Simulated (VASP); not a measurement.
# SiO2 (P4_12_12) in VASP: single point with PBE

Aim: the single point of SiO2 with PBE.

All numbers are computed with VASP 6.6.1; they aren't measurements. Logs are shortened: lines on timing, memory, paths and dates and some standing lists are left out, and cuts for length are marked.

## 1. The cell of the first run

The structure is tetragonal, space group P4_12_12 (No. 92). Conventional cell: a = 5.081 Å, b = 5.081 Å, c = 7.094 Å, α = 90.00°, β = 90.00°, γ = 90.00°. Within 2.2 Å of Si (site symmetry 2) lie 4 O at 1.63 Å. O (site symmetry 1) has 2 Si at 1.63 Å within 2.2 Å.

## 2. Single point, PBE

Input file INCAR:

```
ALGO = Normal ; EDIFF = 1E-6
ENCUT = 600 ; GGA = PE
GGA_COMPAT = False ; ISIF = 2
ISMEAR = 0 ; LASPH = True
LCHARG = False ; LREAL = False
LWAVE = False ; NBANDS = 82
NELM = 120 ; PREC = Accurate
SIGMA = 0.01
```

Input file KPOINTS:

```
k-points
0
Gamma
  1 1 1
```

Input file POSCAR:

```
SiO2
1.0
    0.0000000000      5.0813926894      7.0944098913
    5.0813926894      0.0000000000      7.0944098913
    5.0813926894      5.0813926894      0.0000000000
Si O
8 16
Direct
    0.2500000000      0.2500000000      0.4557663031
    0.7500000000      0.7500000000      0.9557663031
    0.0807663031      0.6692336969      0.1250000000
    0.5807663031      0.1692336969      0.6250000000
    0.4192336969      0.8307663031      0.3750000000
    0.9192336969      0.3307663031      0.8750000000
    0.0000000000      0.0000000000      0.2942336969
    0.5000000000      0.5000000000      0.7942336969
    0.0892867290      0.2360795162      0.6696805091
    0.5892867290      0.7360795162      0.1696805091
    0.4860795162      0.3392867290      0.7549532456
    0.9860795162      0.8392867290      0.2549532456
    0.4107132710      0.2639204838      0.4950467544
    0.9107132710      0.7639204838      0.9950467544
    0.2053194909      0.8700467544      0.3889204838
    0.7053194909      0.3700467544      0.8889204838
    0.0139204838      0.1607132710      0.0803194909
    0.5139204838      0.6607132710      0.5803194909
    0.3799532456      0.0446805091      0.3610795162
    0.8799532456      0.5446805091      0.8610795162
    0.2946805091      0.6299532456      0.9642867290
    0.7946805091      0.1299532456      0.4642867290
    0.1200467544      0.4553194909      0.2857132710
    0.6200467544      0.9553194909      0.7857132710
```

Potentials or basis: VASP PAW PBE potentials, release 64 (Si, O).

The run is started by

```sh
$ cat potpaw_PBE.64/Si/POTCAR potpaw_PBE.64/O/POTCAR > POTCAR
$ mpirun -np 1 vasp_gam > vasp.out
```

OUTCAR:

```text
EDIFF = 1E-6
   ENCUT = 600
   GGA = PE
   ISIF = 2
   ISMEAR = 0
   LASPH = True
   LREAL = False
   NELM = 120
   PREC = Accurate

 ion  position               nearest neighbor table
   1  0.250  0.250  0.456-   9 1.63  13 1.63  23 1.63  19 1.63   3 3.13   4 3.13   5 3.13   6 3.13

   2  0.750  0.750  0.956-  10 1.63  14 1.63  24 1.63  20 1.63   3 3.13   4 3.13   5 3.13   6 3.13

   3  0.081  0.669  0.125-  21 1.63  23 1.63  12 1.63  14 1.63   1 3.13   2 3.13   7 3.13   8 3.13

   4  0.581  0.169  0.625-  22 1.63  24 1.63  11 1.63  13 1.63   1 3.13   2 3.13   7 3.13   8 3.13

   5  0.419  0.831  0.375-  15 1.63  19 1.63  18 1.63  10 1.63   1 3.13   2 3.13   7 3.13   8 3.13

   6  0.919  0.331  0.875-  16 1.63  20 1.63  17 1.63   9 1.63   1 3.13   2 3.13   7 3.13   8 3.13

   7  0.000  0.000  0.294-  17 1.63  12 1.63  22 1.63  15 1.63   3 3.13   4 3.13   5 3.13   6 3.13

   8  0.500  0.500  0.794-  18 1.63  11 1.63  21 1.63  16 1.63   3 3.13   4 3.13   5 3.13   6 3.13

   9  0.089  0.236  0.670-   1 1.63   6 1.63
  10  0.589  0.736  0.170-   2 1.63   5 1.63
  11  0.486  0.339  0.755-   8 1.63   4 1.63
  12  0.986  0.839  0.255-   7 1.63   3 1.63
  13  0.411  0.264  0.495-   1 1.63   4 1.63
  14  0.911  0.764  0.995-   2 1.63   3 1.63
[... 8 lines left out ...]
  23  0.120  0.455  0.286-   3 1.63   1 1.63
  24  0.620  0.955  0.786-   4 1.63   2 1.63

  LATTYP: Found a body centered tetragonal cell.
 ALAT       =     7.1861744571
 C/A-ratio  =     1.9744608021

  Lattice vectors:

 A1 = (  -5.0813926894,   0.0000000000,   7.0944098913)
 A2 = (   5.0813926894,   0.0000000000,   7.0944098913)
 A3 = (   0.0000000000,   5.0813926894,  -7.0944098913)

Analysis of symmetry for initial positions (statically):
=====================================================================
 Subroutine PRICEL returns following result:

  LATTYP: Found a simple tetragonal cell.
 ALAT       =     5.0813926894
 C/A-ratio  =     1.3961546224

  Lattice vectors:

 A1 = (   5.0813926894,   0.0000000000,   0.0000000000)
 A2 = (   0.0000000000,   5.0813926894,   0.0000000000)
 A3 = (   0.0000000000,   0.0000000000,   7.0944098913)

   2 primitive cells build up your supercell.

 Routine SETGRP: Setting up the symmetry group for a
 body centered tetragonal supercell.

 Subroutine GETGRP returns: Found  8 space group operations
 (whereof  2 operations were pure point group operations)
 out of a pool of 16 trial point group operations.

The static configuration has the point symmetry C_2 .
 The point group associated with its full space group is D_4 .

Analysis of symmetry for dynamics (positions and initial velocities):
=====================================================================
 Subroutine PRICEL returns following result:

  LATTYP: Found a simple tetragonal cell.
 ALAT       =     5.0813926894
 C/A-ratio  =     1.3961546224

  Lattice vectors:

 A1 = (   5.0813926894,   0.0000000000,   0.0000000000)
 A2 = (   0.0000000000,   5.0813926894,   0.0000000000)
 A3 = (   0.0000000000,   0.0000000000,   7.0944098913)

   2 primitive cells build up your supercell.

 Routine SETGRP: Setting up the symmetry group for a
 body centered tetragonal supercell.

 Subroutine GETGRP returns: Found  8 space group operations
 (whereof  2 operations were pure point group operations)
 out of a pool of 16 trial point group operations.

The dynamic configuration has the point symmetry C_2 .
 The point group associated with its full space group is D_4 .

 Subroutine INISYM returns: Found  8 space group operations
 (whereof  2 operations are pure point group operations),
 and found     2 'primitive' translations

----------------------------------------------------------------------------------------

                                     Primitive cell

  volume of cell :     183.1816

  direct lattice vectors                    reciprocal lattice vectors
     5.081392689  0.000000000  0.000000000     0.196796442  0.000000000  0.000000000
     0.000000000  5.081392689  0.000000000     0.000000000  0.196796442  0.000000000
     0.000000000  0.000000000  7.094409891     0.000000000  0.000000000  0.140956051

  length of vectors
     5.081392689  5.081392689  7.094409891     0.196796442  0.196796442  0.140956051

  position of ions in fractional coordinates (direct lattice)
     0.705766303  0.705766303  0.500000000
     0.794233697  0.205766303  0.750000000
     0.205766303  0.794233697  0.250000000
     0.294233697  0.294233697  0.000000000
     0.905760025  0.758967238  0.325366245
     0.094239975  0.241032762  0.825366245
     0.758967238  0.905760025  0.674633755
     0.258967238  0.594239975  0.075366245
     0.241032762  0.094239975  0.174633755
     0.405760025  0.741032762  0.424633755
     0.594239975  0.258967238  0.924633755
     0.741032762  0.405760025  0.575366245

  ion indices of the primitive-cell ions
   primitive index   ion index
                 1           1
                 2           4
                 3           5
                 4           7
                 5           9
                 6          11
                 7          13
                 8          15
                 9          17
                10          19
                11          22
                12          23

----------------------------------------------------------------------------------------

 KPOINTS: k-points

Automatic generation of k-mesh.
 Grid dimensions read from file:
 generate k-points for:    1    1    1

 Generating k-lattice:

  Cartesian coordinates                     Fractional coordinates (reciprocal lattice)
    -0.098398221  0.098398221  0.070478025     1.000000000  0.000000000  0.000000000
     0.098398221 -0.098398221  0.070478025     0.000000000  1.000000000  0.000000000
     0.098398221  0.098398221 -0.070478025    -0.000000000 -0.000000000  1.000000000

  Length of vectors
     0.155985806  0.155985806  0.155985806

  Shift w.r.t. Gamma in fractional coordinates (k-lattice)
     0.000000000  0.000000000  0.000000000

 Subroutine IBZKPT returns following result:
 ===========================================

 Found      1 irreducible k-points:

 Following reciprocal coordinates:
            Coordinates               Weight
  0.000000  0.000000  0.000000      1.000000
   k-points           NKPTS =      1   k-points in BZ     NKDIM =      1   number of bands    NBANDS=     82
   number of dos      NEDOS =    301   number of ions     NIONS =     24
   total plane-waves  NPLWV = 294000
   dimension x,y,z NGX =    70 NGY =   70 NGZ =   60
   dimension x,y,z NGXF=   140 NGYF=  140 NGZF=  120
   ions per type =               8  16
   NGX,Y,Z   is equivalent  to a cutoff of  13.34, 13.34, 13.88 a.u.
   NGXF,Y,Z  is equivalent  to a cutoff of  26.67, 26.67, 27.76 a.u.
 SYSTEM =  unknown system
   PREC   = accura    normal or accurate (medium, high low for compatibility)
   ISTART =      0    job   : 0-new  1-cont  2-samecut
   ICHARG =      2    charge: 1-file 2-atom 10-const
   ISPIN  =      1    spin polarized calculation?
   LNONCOLLINEAR =      F non collinear calculations
   LSORBIT =      F    spin-orbit coupling
   LASPH  =      T    aspherical Exc in radial PAW
   ENCUT  =  600.0 eV  44.10 Ry    6.64 a.u.  17.43 17.43 14.35*2*pi/ulx,y,z
   NELM   =    120;   NELMIN=  2; NELMDL= -5     # of ELM steps
   EDIFF  = 0.1E-05   stopping-criterion for ELM
   LREAL  =      F    real-space projection
   EDIFFG = 0.1E-04   stopping-criterion for IOM
   NSW    =      0    number of steps for IOM
   IBRION =     -1    ionic relax: 0-MD 1-quasi-New 2-CG
   NFREE  =      0    steps in history (QN), initial steepest desc. (CG)
   ISIF   =      2    stress and relaxation
   ISYM   =      2    0-nonsym 1-usesym 2-fastsym
   POTIM  = 0.5000    time-step for ionic-motion
   TEBEG  =    0.0;   TEEND  =   0.0 temperature during run
   PSTRESS=    0.0 pullay stress
   NELECT =     128.0000    total number of electrons
   NUPDOWN=      -1.0000    fix difference up-down
   EMIN   =  10.00;   EMAX   =-10.00  energy-range for DOS
   EFERMI =   0.00;   METHOD = LEGACY
   ISMEAR =     0;   SIGMA  =   0.01  broadening in eV -4-tet -1-fermi 0-gaus
   EFERMI_NEDOS =   21; number of points for ismear=-14 and -15
   IALGO  =     38    algorithm
   IMIX   =      4    mixing-type and parameters
     AMIX     =   0.40;   BMIX     =  1.00
     AMIX_MAG =   1.60;   BMIX_MAG =  1.00
  volume/ion in A,a.u.               =      15.27       103.01
  Fermi-wavevector in a.u.,A,eV,Ry     =   1.153031  2.178912 18.088672  1.329480
  Thomas-Fermi vector in A             =   2.289678
   LORBIT       =      0    0 simple, 1 ext, 2 COOP (PROOUT), +10 PAW based schemes
   GGA     = PE    functional components
   LHFCALC =     F    Hartree Fock is set to
   AEXX    =    0.0000 exact exchange contribution
   IVDW    =     0    specifies the selected vdW correction
   LEPSILON=     F    determine dielectric tensor
   LRPA    =     F    only Hartree local field effects (RPA)
 non-spin polarized calculation
 Gauss-broadening in eV      SIGMA  =   0.01
  energy-cutoff  :      600.00
  volume of cell :      366.36
 maximum number of plane-waves:      6149
 NGX is ok and might be reduce to    70
   NGX = 35   NGY = 35   NGZ = 29

 number of electron     127.9999984 magnetization

 Free energy of the ion-electron system (eV)
  ---------------------------------------------------
  ext. energy  EPLUGINS =         0.00000000
  ---------------------------------------------------
  free energy    TOTEN  =      -189.80586889 eV

  energy without entropy =     -189.80586889  energy(sigma->0) =     -189.80586889

 E-fermi :  -0.1626     XC(G=0):  -8.1059

 val. band max:       -0.2745068407   @ k =   0.0000   0.0000   0.0000
 cond. band min:       5.2316645551   @ k =   0.0000   0.0000   0.0000
 fundamental gap:      5.5061713958
 Fermi energy:        -0.1625834887

 k-point     1 :       0.0000    0.0000    0.0000
  band No.  band energies     occupation
      1     -19.5936      2.00000
      2     -18.7322      2.00000
      3     -18.7322      2.00000
      4     -18.7068      2.00000
      5     -18.7068      2.00000
      6     -18.7068      2.00000
[... 68 lines left out ...]
     75       9.2464      0.00000
     76       9.2464      0.00000
 [bands above 76 left out]

------------------------ aborting loop because EDIFF is reached ----------------------------------------

  FORCE on cell =-STRESS in cart. coord.  units (eV):
  Direction    XX          YY          ZZ          XY          YZ          ZX
  --------------------------------------------------------------------------------------
  -------------------------------------------------------------------------------------
  Total       -0.4051460     -0.4051460     -0.0676626      0.0000000      0.0000000      0.0000000
  in kB       -1.7717822     -1.7717822     -0.2959017      0.0000000      0.0000000      0.0000000
  external PRESSURE =      -1.2798220 kB  Pullay stress =       0.0000000 kB

 VOLUME and BASIS-vectors are now :
 -----------------------------------------------------------------------------
  energy-cutoff  :      600.00
  volume of cell :      366.36
      direct lattice vectors                 reciprocal lattice vectors
     0.000000000  5.081392689  7.094409891    -0.098398221  0.098398221  0.070478025
     5.081392689  0.000000000  7.094409891     0.098398221 -0.098398221  0.070478025
     5.081392689  5.081392689  0.000000000     0.098398221  0.098398221 -0.070478025

 POSITION                                       TOTAL-FORCE (eV/Angst)
 -----------------------------------------------------------------------------------
      3.58628      3.58628      3.54720        -0.021278     -0.021278      0.000000
      8.66767      8.66767     10.64161        -0.021278     -0.021278      0.000000
      4.03581      1.04558      5.32081         0.021278     -0.021278      0.000000
      4.03581      6.12697      5.32081         0.021278     -0.021278      0.000000
      6.12697      4.03581      8.86801        -0.021278      0.021278      0.000000
      6.12697      9.11721      8.86801        -0.021278      0.021278      0.000000
[... 16 lines left out ...]
      3.76548      2.06183      4.08188        -0.010111      0.028766      0.008294
      8.84687      7.14322     11.17629        -0.010111      0.028766      0.008294
 -----------------------------------------------------------------------------------
    total drift:                               -0.000030      0.000030     -0.000000

  FREE ENERGIE OF THE ION-ELECTRON SYSTEM (eV)
  ---------------------------------------------------
  free  energy   TOTEN  =      -189.8058688919 eV

  energy  without entropy=     -189.8058688919  energy(sigma->0) =     -189.80586889
```

Run time: 49 s. Hardware: 1 thread of Intel Xeon Platinum 8488C (Sapphire Rapids), shared host; peak memory 0.57 GiB.

What came out:

```
Free energy   : -189.8059 eV
Pressure      : -0.1 GPa
Largest force : 0.032 eV/Å
```

Forces on the atoms (eV/Å):
```
Si  -0.021 -0.021  0.000
Si  -0.021 -0.021  0.000
Si   0.021 -0.021  0.000
Si   0.021 -0.021  0.000
Si  -0.021  0.021  0.000
Si  -0.021  0.021  0.000
Si   0.021  0.021  0.000
Si   0.021  0.021  0.000
O    0.029  0.010  0.008
O    0.029  0.010  0.008
O   -0.029 -0.010  0.008
O   -0.029 -0.010  0.008
O    0.010  0.029 -0.008
O    0.010  0.029 -0.008
O    0.010 -0.029  0.008
O    0.010 -0.029  0.008
O   -0.010 -0.029 -0.008
O   -0.010 -0.029 -0.008
O    0.029 -0.010 -0.008
O    0.029 -0.010 -0.008
O   -0.029  0.010 -0.008
O   -0.029  0.010 -0.008
O   -0.010  0.029  0.008
O   -0.010  0.029  0.008
```

Stress tensor (GPa, compression positive):
```
-0.18  0.00  0.00
 0.00 -0.18  0.00
 0.00  0.00 -0.03
```

Caveat: the k points lie up to 0.98 Å⁻¹ apart.
